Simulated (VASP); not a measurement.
Write the native input for VASP 6.6.1 that does the following.

| Item | Value |
| --- | --- |
| Task | single point |
| Functional | r2SCAN |
| Dispersion | D3(BJ) |
| Potentials or basis | VASP PAW PBE potentials, release 64 (Ir) |
| Cutoff | 520 eV |
| k mesh | 14 × 14 × 8 |
| Occupations | fermi-dirac, width 0.1 eV |
| Spin | no spin polarisation |
| Dipole correction | no |
| Further INCAR settings | ALGO = Normal; EDIFF = 1e-06; NBANDS = 16 |

The system is Ir.

```xyz
2
Lattice="2.7605 0.0000 0.0000 -1.3803 2.3907 0.0000 0.0000 0.0000 4.4327" Properties=species:S:1:pos:R:3 pbc="T T T"
Ir    1.3803    0.7969    3.3245
Ir    0.0000    1.5938    1.1082
```

This isn't the form of Ir at room conditions, which is fcc.

One way to write it, as run:

POSCAR

```
Ir
1.0
    2.7605492600      0.0000000000      0.0000000000
   -1.3802746300      2.3907055433      0.0000000000
    0.0000000000      0.0000000000      4.4326894847
Ir
2
Direct
    0.6666666667      0.3333333333      0.7500000000
    0.3333333333      0.6666666667      0.2500000000
```

INCAR.step1

```
SYSTEM = Ir
  ALGO = Normal
  EDIFF = 1E-4
  ENCUT = 520
  GGA = PE
  ISMEAR = -1
  LASPH = .True.
  LCHARG = .False.
  LREAL = .False.
  LWAVE = .True.
  NBANDS = 16
  NELM = 100
  PREC = Accurate
  SIGMA = 0.1
```

INCAR.step2

```
SYSTEM = Ir
  ALGO = Normal
  EDIFF = 1E-6
  ENCUT = 520
  ISIF = 2
  ISMEAR = -1
  ISTART = 1
  IVDW = 12
  LASPH = .True.
  LCHARG = .False.
  LMIXTAU = .True.
  LREAL = .False.
  LWAVE = .False.
  METAGGA = R2SCAN
  NBANDS = 16
  NELM = 100
  PREC = Accurate
  SIGMA = 0.1
  VDW_A1 = 0.49484001
  VDW_A2 = 5.73083694
  VDW_S6 = 1.0
  VDW_S8 = 0.78981345
```

KPOINTS

```
k-points
0
Gamma
  14 14 8
  0 0 0
```

Potentials or basis: VASP PAW PBE potentials, release 64 (Ir).

Command:

```console
$ cat potpaw_PBE.64/Ir/POTCAR > POTCAR
$ cp INCAR.step1 INCAR
$ mpirun -np 1 vasp_std > vasp.out
$ cp INCAR.step2 INCAR
$ mpirun -np 1 vasp_std > vasp.out
```

Results of the run:

- Pressure: -9.9 GPa
- Band gap on the k mesh: zero (bands 9 and 10 overlap by 3.30 eV)
- Dispersion energy per atom: -0.334 eV

Caveat: three body term missing; the cell stands under tension; the PAW data sets were made with another functional, which shifts forces and pressure a little; spin-orbit coupling is left out, which moves the levels of the heavy elements.

Wall time 5 min on 1 thread of Intel Xeon 8259CL (shared host), peak memory 0.21 GiB.
